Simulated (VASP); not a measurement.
Wanted: the native input for a VASP 6.6.1 run.

- Task: single point
- Functional: PBEsol
- Potentials or basis: VASP PAW PBE potentials, release 64 (Se)
- Cutoff: 520 eV
- k mesh: 18 × 18 × 18
- Occupations: gaussian, width 0.1 eV
- Spin: no spin polarisation
- Dipole correction: no
- Further INCAR settings: ALGO = Normal; EDIFF = 1e-06; NBANDS = 9

The structure of Se lies in POSCAR:

```
Se
1.0
   -1.6876616454      1.6876616454      1.6876616454
    1.6876616454     -1.6876616454      1.6876616454
    1.6876616454      1.6876616454     -1.6876616454
Se
1
Direct
    0.0000000000      0.0000000000      0.0000000000
```

These files were run (other wordings do the same):

INCAR

```
PREC = Accurate
ENCUT = 520
EDIFF = 1E-6
ISMEAR = 0
SIGMA = 0.1
LREAL = F
LASPH = T
NELM = 100
ALGO = Normal
ISIF = 2
LWAVE = F
LCHARG = T
GGA = PS
LELF = T
LVHAR = T
NBANDS = 9
```

KPOINTS

```
regular mesh
0
Gamma
  18 18 18
```

Potentials or basis: VASP PAW PBE potentials, release 64 (Se).

Launch:

```console
$ cat potpaw_PBE.64/Se/POTCAR > POTCAR
$ mpirun -np 1 vasp_std > vasp.out
```

It gave:

| Quantity | Value |
| --- | --- |
| Pressure | 0.1 GPa |
| Band gap on the k mesh | zero (band 3 reaches 9.36 eV, above the bottom of band 4 at 2.65 eV) |

Caveat: the PAW data sets were made with another functional, which shifts forces and pressure a little.

Run time: 23 s on 1 thread of Intel Xeon 8259CL, with other jobs on the host, peak memory 0.16 GiB.
